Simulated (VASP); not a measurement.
# Pb (Im-3m) in VASP: single point with PBEsol

Aim: the single point of Pb with PBEsol.

Everything below comes from runs of VASP 6.6.1. Logs are shortened: lines on timing, memory, paths and dates and some standing lists are left out, and cuts for length are marked.

## (1) The cell of the first run

Symmetry: Im-3m, No. 229, cubic system. The conventional cell has a = 3.959 Å, b = 3.959 Å, c = 3.959 Å, α = 90.00°, β = 90.00°, γ = 90.00°. Within 4.5 Å of Pb (site symmetry m-3m) lie 14 Pb at 3.43 to 3.96 Å.

## (2) Single point, PBEsol, non-collinear spin, zero start, spin-orbit coupling

The input, INCAR:

```
SYSTEM = Pb
PREC = Accurate ; ENCUT = 520
EDIFF = 1E-7 ; ISMEAR = -1
SIGMA = 0.08 ; LREAL = .False.
LASPH = .True. ; NELM = 150
ALGO = Normal ; ISIF = 2
LWAVE = .False. ; LCHARG = .True.
MAGMOM = 0 0 0 ; LORBIT = 11
LSORBIT = .True. ; GGA_COMPAT = .False.
LORBMOM = .True. ; GGA = PS
LVHAR = .True. ; NBANDS = 25
```

The input, KPOINTS:

```
Automatic mesh
0
Gamma
  13 13 13
  0 0 0
```

The input, POSCAR:

```
Pb
1.0
   -1.9796595667      1.9796595667      1.9796595667
    1.9796595667     -1.9796595667      1.9796595667
    1.9796595667      1.9796595667     -1.9796595667
Pb
1
Direct
    0.0000000000      0.0000000000      0.0000000000
```

Potentials or basis: VASP PAW PBE potentials, release 64 (Pb_d).

The run is started by

```bash
$ cat potpaw_PBE.64/Pb_d/POTCAR > POTCAR
$ mpirun -np 1 vasp_ncl > vasp.out
```

OUTCAR:

```text
SYSTEM = Pb
   PREC = Accurate
   ENCUT = 520
   EDIFF = 1E-7
   ISMEAR = -1
   LREAL = .False.
   LASPH = .True.
   NELM = 150
   ISIF = 2
   LORBIT = 11
   LSORBIT = .True.
   GGA = PS

 ion  position               nearest neighbor table
   1  0.000  0.000  0.000-

  LATTYP: Found a body centered cubic cell.
 ALAT       =     3.9593191334

  Lattice vectors:

 A1 = (  -1.9796595667,   1.9796595667,   1.9796595667)
 A2 = (   1.9796595667,  -1.9796595667,   1.9796595667)
 A3 = (   1.9796595667,   1.9796595667,  -1.9796595667)

Analysis of symmetry for initial positions (statically):
=====================================================================
 Subroutine PRICEL returns:
 Original cell was already a primitive cell.

 Routine SETGRP: Setting up the symmetry group for a
 body centered cubic supercell.

 Subroutine GETGRP returns: Found 48 space group operations
 (whereof 48 operations were pure point group operations)
 out of a pool of 48 trial point group operations.

The static configuration has the point symmetry O_h .

Analysis of symmetry for dynamics (positions and initial velocities):
=====================================================================
 Subroutine PRICEL returns:
 Original cell was already a primitive cell.

 Routine SETGRP: Setting up the symmetry group for a
 body centered cubic supercell.

 Subroutine GETGRP returns: Found 48 space group operations
 (whereof 48 operations were pure point group operations)
 out of a pool of 48 trial point group operations.

The dynamic configuration has the point symmetry O_h .

Analysis of structural, dynamic, and magnetic symmetry:
=====================================================================
 Subroutine PRICEL returns:
 Original cell was already a primitive cell.

 Routine SETGRP: Setting up the symmetry group for a
 body centered cubic supercell.

 Subroutine GETGRP returns: Found 48 space group operations
 (whereof 48 operations were pure point group operations)
 out of a pool of 48 trial point group operations.

The overall configuration has the point symmetry O_h .

 Subroutine INISYM returns: Found 48 space group operations
 (whereof 48 operations are pure point group operations),
 and found     1 'primitive' translations

----------------------------------------------------------------------------------------

                                     Primitive cell

  volume of cell :      31.0336

  direct lattice vectors                    reciprocal lattice vectors
    -1.979659567  1.979659567  1.979659567     0.000000000  0.252568678  0.252568678
     1.979659567 -1.979659567  1.979659567     0.252568678  0.000000000  0.252568678
     1.979659567  1.979659567 -1.979659567     0.252568678  0.252568678  0.000000000

  length of vectors
     3.428870951  3.428870951  3.428870951     0.357186050  0.357186050  0.357186050

  position of ions in fractional coordinates (direct lattice)
     0.000000000  0.000000000  0.000000000

  ion indices of the primitive-cell ions
   primitive index   ion index
                 1           1

----------------------------------------------------------------------------------------

 KPOINTS: Automatic mesh

Automatic generation of k-mesh.
 Grid dimensions read from file:
 generate k-points for:   13   13   13

 Generating k-lattice:

  Cartesian coordinates                     Fractional coordinates (reciprocal lattice)
     0.000000000  0.019428360  0.019428360     0.076923077  0.000000000  0.000000000
     0.019428360  0.000000000  0.019428360     0.000000000  0.076923077  0.000000000
     0.019428360  0.019428360  0.000000000     0.000000000  0.000000000  0.076923077

  Length of vectors
     0.027475850  0.027475850  0.027475850

  Shift w.r.t. Gamma in fractional coordinates (k-lattice)
     0.000000000  0.000000000  0.000000000

 Subroutine IBZKPT returns following result:
 ===========================================

 Found     84 irreducible k-points:

 Following reciprocal coordinates:
            Coordinates               Weight
  0.000000  0.000000  0.000000      1.000000
  0.076923  0.000000  0.000000     12.000000
  0.153846  0.000000  0.000000     12.000000
  0.230769  0.000000  0.000000     12.000000
  0.307692  0.000000  0.000000     12.000000
  0.384615  0.000000  0.000000     12.000000
[... 16 lines left out ...]
  0.153846  0.076923  0.076923     24.000000
  0.230769  0.076923  0.076923     24.000000
 [... further k-points ...]
   k-points           NKPTS =     84   k-points in BZ     NKDIM =     84   number of bands    NBANDS=     25
   number of dos      NEDOS =    301   number of ions     NIONS =      1
   total plane-waves  NPLWV =  21952
   dimension x,y,z NGX =    28 NGY =   28 NGZ =   28
   dimension x,y,z NGXF=    56 NGYF=   56 NGZF=   56
   ions per type =               1
   NGX,Y,Z   is equivalent  to a cutoff of  13.58, 13.58, 13.58 a.u.
   NGXF,Y,Z  is equivalent  to a cutoff of  27.15, 27.15, 27.15 a.u.
 SYSTEM =  Pb
   PREC   = accura    normal or accurate (medium, high low for compatibility)
   ISTART =      0    job   : 0-new  1-cont  2-samecut
   ICHARG =      2    charge: 1-file 2-atom 10-const
   ISPIN  =      1    spin polarized calculation?
   LNONCOLLINEAR =      T non collinear calculations
   LSORBIT =      T    spin-orbit coupling
   LASPH  =      T    aspherical Exc in radial PAW
   ENCUT  =  520.0 eV  38.22 Ry    6.18 a.u.   6.38  6.38  6.38*2*pi/ulx,y,z
   NELM   =    150;   NELMIN=  2; NELMDL= -5     # of ELM steps
   EDIFF  = 0.1E-06   stopping-criterion for ELM
   LREAL  =      F    real-space projection
   EDIFFG = 0.1E-05   stopping-criterion for IOM
   NSW    =      0    number of steps for IOM
   IBRION =     -1    ionic relax: 0-MD 1-quasi-New 2-CG
   NFREE  =      0    steps in history (QN), initial steepest desc. (CG)
   ISIF   =      2    stress and relaxation
   ISYM   =      2    0-nonsym 1-usesym 2-fastsym
   POTIM  = 0.5000    time-step for ionic-motion
   TEBEG  =    0.0;   TEEND  =   0.0 temperature during run
   PSTRESS=    0.0 pullay stress
   NELECT =      14.0000    total number of electrons
   NUPDOWN=      -1.0000    fix difference up-down
   EMIN   =  10.00;   EMAX   =-10.00  energy-range for DOS
   EFERMI =   0.00;   METHOD = LEGACY
   ISMEAR =    -1;   SIGMA  =   0.08  broadening in eV -4-tet -1-fermi 0-gaus
   EFERMI_NEDOS =   21; number of points for ismear=-14 and -15
   IALGO  =     38    algorithm
   IMIX   =      4    mixing-type and parameters
     AMIX     =   0.40;   BMIX     =  1.00
     AMIX_MAG =   1.60;   BMIX_MAG =  1.00
  volume/ion in A,a.u.               =      31.03       209.42
  Fermi-wavevector in a.u.,A,eV,Ry     =   1.255568  2.372680 21.448927  1.576452
  Thomas-Fermi vector in A             =   2.389319
   LORBIT       =     11    0 simple, 1 ext, 2 COOP (PROOUT), +10 PAW based schemes
   GGA     = PS    functional components
   LHFCALC =     F    Hartree Fock is set to
   AEXX    =    0.0000 exact exchange contribution
   IVDW    =     0    specifies the selected vdW correction
   LEPSILON=     F    determine dielectric tensor
   LRPA    =     F    only Hartree local field effects (RPA)
  energy-cutoff  :      520.00
  volume of cell :       31.03
 maximum number of plane-waves:      1774
 NGX is ok and might be reduce to    28
   NGX = 13   NGY = 13   NGZ = 13

 number of electron      14.0000000 magnetization       0.0000000      0.0000000      0.0000000

 number of electron      14.0000002 magnetization       0.0000000     -0.0000000     -0.0000000

 number of electron      14.0000002 magnetization      -0.0000000      0.0000000      0.0000000

 Free energy of the ion-electron system (eV)
  ---------------------------------------------------
  ext. energy  EPLUGINS =         0.00000000
  ---------------------------------------------------
  free energy    TOTEN  =        -4.51370765 eV

  energy without entropy =       -4.50176973  energy(sigma->0) =       -4.50773869

 E-fermi :   6.7979     XC(G=0): -10.2144

 val. band max:        6.7949853050   @ k =  -0.3846   0.4615   0.3077
 cond. band min:       6.8626147903   @ k =   0.3077   0.1538   0.1538
 fundamental gap:      0.0676294852
 Fermi energy:         6.7978881986

 k-point     1 :       0.0000    0.0000    0.0000
  band No.  band energies     occupation
      1     -11.5439      1.00000
      2     -11.5439      1.00000
      3     -11.5439      1.00000
      4     -11.5439      1.00000
      5      -9.1017      1.00000
      6      -9.1017      1.00000
[... 17 lines left out ...]
     24      17.9303      0.00000
     25      18.3826      0.00000

 k-point     2 :       0.0769    0.0000    0.0000
  band No.  band energies     occupation
      1     -11.5429      1.00000
      2     -11.5429      1.00000
      3     -11.5385      1.00000
      4     -11.5385      1.00000
      5      -9.0938      1.00000
      6      -9.0938      1.00000
[... 17 lines left out ...]
     24      17.8078      0.00000
     25      19.1970      0.00000

 k-point     3 :       0.1538    0.0000    0.0000
  band No.  band energies     occupation
      1     -11.5406      1.00000
      2     -11.5406      1.00000
      3     -11.5244      1.00000
      4     -11.5244      1.00000
      5      -9.0735      1.00000
      6      -9.0735      1.00000
[... 17 lines left out ...]
     24      17.8256      0.00000
     25      19.9424      0.00000

 k-point     4 :       0.2308    0.0000    0.0000
  band No.  band energies     occupation
      1     -11.5377      1.00000
      2     -11.5377      1.00000
      3     -11.5061      1.00000
      4     -11.5061      1.00000
      5      -9.0504      1.00000
      6      -9.0504      1.00000
[... 17 lines left out ...]
     24      18.2158      0.00000
     25      20.3232      0.00000
[... 477 lines left out ...]
 k-point    22 :       0.0769    0.0769    0.0769
  band No.  band energies     occupation
      1     -11.5397      1.00000
      2     -11.5397      1.00000
      3     -11.5165      1.00000
      4     -11.5165      1.00000
      5      -9.0637      1.00000
      6      -9.0637      1.00000
[... 17 lines left out ...]
     24      18.5899      0.00000
     25      19.5346      0.00000

 k-point    23 :       0.1538    0.0769    0.0769
  band No.  band energies     occupation
      1     -11.5359      1.00000
      2     -11.5359      1.00000
      3     -11.5016      1.00000
      4     -11.5016      1.00000
      5      -9.0435      1.00000
      6      -9.0435      1.00000
[... 17 lines left out ...]
     24      18.7948      0.00000
     25      20.2155      0.00000

 k-point    24 :       0.2308    0.0769    0.0769
  band No.  band energies     occupation
      1     -11.5318      1.00000
      2     -11.5318      1.00000
      3     -11.4871      1.00000
      4     -11.4871      1.00000
      5      -9.0320      1.00000
      6      -9.0320      1.00000
[... 17 lines left out ...]
     24      19.2656      0.00000
     25      20.8109      0.00000

 [... further k-points ...]
[... 5 lines left out ...]
  --------------------------------------------------------------------------------------
  -------------------------------------------------------------------------------------
  Total       -0.2750821     -0.2750821     -0.2750821     -0.0000000      0.0000000     -0.0000000
  in kB      -14.2017365    -14.2017365    -14.2017365     -0.0000000      0.0000000     -0.0000000
  external PRESSURE =     -14.2017365 kB  Pullay stress =       0.0000000 kB

 VOLUME and BASIS-vectors are now :
 -----------------------------------------------------------------------------
  energy-cutoff  :      520.00
  volume of cell :       31.03
      direct lattice vectors                 reciprocal lattice vectors
    -1.979659567  1.979659567  1.979659567     0.000000000  0.252568678  0.252568678
     1.979659567 -1.979659567  1.979659567     0.252568678  0.000000000  0.252568678
     1.979659567  1.979659567 -1.979659567     0.252568678  0.252568678  0.000000000

 POSITION                                       TOTAL-FORCE (eV/Angst)
 -----------------------------------------------------------------------------------
      0.00000      0.00000      0.00000         0.000000     -0.000000      0.000000
 -----------------------------------------------------------------------------------
    total drift:                               -0.000000     -0.000000     -0.000000

  FREE ENERGIE OF THE ION-ELECTRON SYSTEM (eV)
  ---------------------------------------------------
  free  energy   TOTEN  =        -4.5137076469 eV

  energy  without entropy=       -4.5017697332  energy(sigma->0) =       -4.50773869

 orbital moment (x)

 # of ion     p       d       tot
 ----------------------------------------
  1         0.000   0.000   0.000
 ----------------------------------------
            0.000   0.000   0.000

 orbital moment (y)

 # of ion     p       d       tot
 ----------------------------------------
  1         0.000  -0.000  -0.000
 ----------------------------------------
            0.000  -0.000  -0.000

 orbital moment (z)

 # of ion     p       d       tot
 ----------------------------------------
  1        -0.000  -0.000  -0.000
 ----------------------------------------
           -0.000  -0.000  -0.000

 Spin-Orbit-Coupling matrix elements

 Ion:    1  E_soc:     -1.1587343
 l=   1
     0.0000000    -0.1254669    -0.1254669
    -0.1254669     0.0000000    -0.1254669
    -0.1254669    -0.1254669     0.0000000
 l=   2
     0.0000000    -0.0135109     0.0000000    -0.0135109    -0.0541446
    -0.0135109     0.0000000    -0.0406085    -0.0135109    -0.0135362
     0.0000000    -0.0406085     0.0000000    -0.0406085     0.0000000
    -0.0135109    -0.0135109    -0.0406085     0.0000000    -0.0135362
    -0.0541446    -0.0135362     0.0000000    -0.0135362     0.0000000
 l=   3
     0.0000000     0.0000000     0.0000000     0.0000000     0.0000000     0.0000000     0.0000000
     0.0000000     0.0000000     0.0000000     0.0000000     0.0000000     0.0000000     0.0000000
     0.0000000     0.0000000     0.0000000     0.0000000     0.0000000     0.0000000     0.0000000
     0.0000000     0.0000000     0.0000000     0.0000000     0.0000000     0.0000000     0.0000000
     0.0000000     0.0000000     0.0000000     0.0000000     0.0000000     0.0000000     0.0000000
     0.0000000     0.0000000     0.0000000     0.0000000     0.0000000     0.0000000     0.0000000
     0.0000000     0.0000000     0.0000000     0.0000000     0.0000000     0.0000000     0.0000000

 total charge

# of ion       s       p       d       tot
------------------------------------------
    1        1.384   0.752   9.808  11.944

 magnetization (x)

# of ion       s       p       d       tot
------------------------------------------
    1        0.000  -0.000   0.000   0.000

 magnetization (y)

# of ion       s       p       d       tot
------------------------------------------
    1       -0.000  -0.000   0.000  -0.000

 magnetization (z)

# of ion       s       p       d       tot
------------------------------------------
    1       -0.000  -0.000  -0.000  -0.000
```

It took 3.2 min on 1 thread of Intel Xeon Platinum 8375C at 2.90GHz (Ice Lake), shared host; peak memory 0.3 GiB.

Results:

```
Free energy                                           : -4.5137 eV
Pressure                                              : -1.4 GPa
Net moment                                            : 0.00 μB per cell
Valence electrons inside the program's atomic spheres : Pb 11.94
```

Moments on the atoms (μB; x, y, z):
```
Pb  0.00 0.00 0.00
```

Caveat: the PAW data sets were made with another functional, which shifts forces and pressure a little.
